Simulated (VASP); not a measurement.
Runs of VASP 6.6.1 on Os. The structure is that of space group Cmcm (No. 63), or close to it. The cells are those of the table. 

| task | cell | k mesh | cutoff (eV) | gap on the mesh (eV) | pressure (GPa) | largest force (eV/Å) |
| --- | --- | --- | --- | --- | --- | --- |
| single point | a = 3.925, b = 3.925, c = 3.072 Å, angles 90.7, 90.7, 142.1°, 2 atoms | 8 × 8 × 6 | 520 | none | 26.5 | 1.84 |
| relaxation of cell and atoms | relaxed from a = 3.925, b = 3.925, c = 3.072 Å, angles 90.7, 90.7, 142.1°, 2 atoms | 8 × 8 × 6 | 600 | none | -0.2 | 0.01 |
| single point | a = 4.269, b = 4.269, c = 2.746 Å, angles 90.0, 90.0, 142.0°, 2 atoms | 8 × 8 × 6 | 520 | none | (a) | - |
| single point | a = 4.261, b = 4.261, c = 2.747 Å, angles 90.0, 90.0, 141.9°, 2 atoms | 20 × 20 × 20 | 520 | none | -0.2 | - |

Alike in all rows: level PBE; potentials or basis VASP PAW PBE potentials, release 64 (Os); no spin polarisation; smearing gaussian 0.1 eV.

Q: Estimate the missing entries.

A: (a) 0.1.

Caveats: some runs use coarse meshes; spin-orbit coupling is left out, which moves the levels of the heavy elements; forces of over 1 eV/Å act on the atoms, so gaps and moduli don't describe the material at rest (some runs).

A k mesh can miss the band edges, and the runs leave out spin-orbit coupling on Os.

A gap of «none» marks levels without a gap at the run's occupations.
